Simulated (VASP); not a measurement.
Here is a VASP 6.6.1 calculation.

INCAR

```
PREC = Accurate
ENCUT = 520
EDIFF = 1E-6
ISMEAR = -1
SIGMA = 0.05
LREAL = F
LASPH = T
NELM = 100
ALGO = Normal
ISIF = 2
LWAVE = F
LCHARG = F
GGA = RP
IVDW = 13
NBANDS = 11
```

Contents of KPOINTS:

```
regular mesh
0
Gamma
  12 12 12
```

The input POSCAR:

```
Pd
1.0
    0.0000000000      1.9533347086      1.9533347086
    1.9533347086      0.0000000000      1.9533347086
    1.9533347086      1.9533347086      0.0000000000
Pd
1
Direct
    0.0000000000      0.0000000000      0.0000000000
```

Potentials or basis: VASP PAW PBE potentials, release 64 (Pd).

Run with:

```console
$ cat potpaw_PBE.64/Pd/POTCAR > POTCAR
$ mpirun -np 1 vasp_std > vasp.out
```

(1) Predict the pressure.

(2) Estimate the band gap on the k mesh.

(3) Predict the dispersion energy per atom.

## Answers

(1) -0.3 GPa.

(2) zero (band 5 reaches 9.98 eV, above the bottom of band 6 at 8.43 eV).

(3) -0.947 eV.

Caveat: the PAW data sets were made with another functional, which shifts forces and pressure a little; pairwise dispersion overbinds metals, which lowers pressure and volume.
